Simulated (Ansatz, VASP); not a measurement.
## One calculation of Se, two programs

File INCAR:

```
SYSTEM = Se
PREC = Accurate ; ENCUT = 520
EDIFF = 1E-6 ; ISMEAR = -1
SIGMA = 0.05 ; LREAL = .False.
LASPH = .True. ; NELM = 80
ALGO = Normal ; ISIF = 2
LWAVE = .False. ; LCHARG = .False.
GGA = PE ; NBANDS = 9
```

Contents of KPOINTS:

```
regular mesh
0
Gamma
  15 15 15
  0 0 0
```

File POSCAR:

```
Se
1.0
    0.0000000000      1.6610881089      1.6610881089
    1.6610881089      0.0000000000      1.6610881089
    1.6610881089      1.6610881089      0.0000000000
Se
1
Direct
    0.0000000000      0.0000000000      0.0000000000
```

Input for Ansatz:

```yaml
crystal:
  lattice:
    - [0.0, 1.6610881089, 1.6610881089]
    - [1.6610881089, 0.0, 1.6610881089]
    - [1.6610881089, 1.6610881089, 0.0]
  atoms:
    - { symbol: Se, position: [0.0, 0.0, 0.0] }
kpoints:
  mp_grid: { grid: [15, 15, 15] }
scf:
  occupations: { method: fermi_dirac, width: 0.05 }
hamiltonian:
  xc: pbe
  pseudopotentials: { kind: all_electron, datasets: crystal }
output:
  forces: true
  stress: true
  eigenvalues: true
```

Change from the starting cell: volume scaled by 0.45, crystal datasets.

Alike in both runs: task single point; functional PBE; k mesh 15 × 15 × 15; occupations fermi-dirac, width 0.05 eV; no spin polarisation.

|  | VASP | Ansatz |
| --- | --- | --- |
| version | VASP 6.6.1 | Ansatz 0.2.0 |
| potentials or method | VASP PAW PBE potentials, release 64 (Se), cutoff 520 eV | all-electron PAW with datasets made for the crystal, scalar-relativistic |

```csv
,VASP,Ansatz,Ansatz less VASP
pressure (GPa),330.8,324.8,-6.01
```

Both programs put the cell under a high pressure, so it lies far from rest at this level. Ansatz ran all-electron here, and VASP with PAW potentials.

Noted on VASP's run: the cell as given lies far from equilibrium.
